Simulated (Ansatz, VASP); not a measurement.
**PbS: VASP beside Ansatz**

```
Pb S
1.0
     0.00000    2.98739    2.98739
     2.98739    0.00000    2.98739
     2.98739    2.98739    0.00000
Pb S
1 1
Direct
  0.00000 0.00000 0.00000
  0.50000 0.50000 0.50000
```

Alike in both runs: functional r2SCAN; k mesh 8 × 8 × 8; occupations gaussian, width 0.02 eV; no spin polarisation.

Ansatz relaxed the structure, and its values are those at the end. VASP's run is a single point on that final structure, the one shown.

|  | VASP | Ansatz |
| --- | --- | --- |
| version | VASP 6.6.1 | Ansatz 0.2.0 |
| potentials or method | VASP PAW PBE potentials, release 64 (Pb_d, S), cutoff 520 eV | scalar-relativistic, plane waves, PAW |
| valence electrons in the cell | 20 | 20 |

```csv
,VASP,Ansatz,Ansatz less VASP
gap on the k mesh at the Fermi level (eV),0.70,0.70,-0.001
least direct gap on the mesh (eV),0.70,0.70,-0.001
pressure (GPa),0.0,0.0,+0.03
```

VASP's potentials were made for PBE, not for r2SCAN.

Spin-orbit coupling is off throughout.
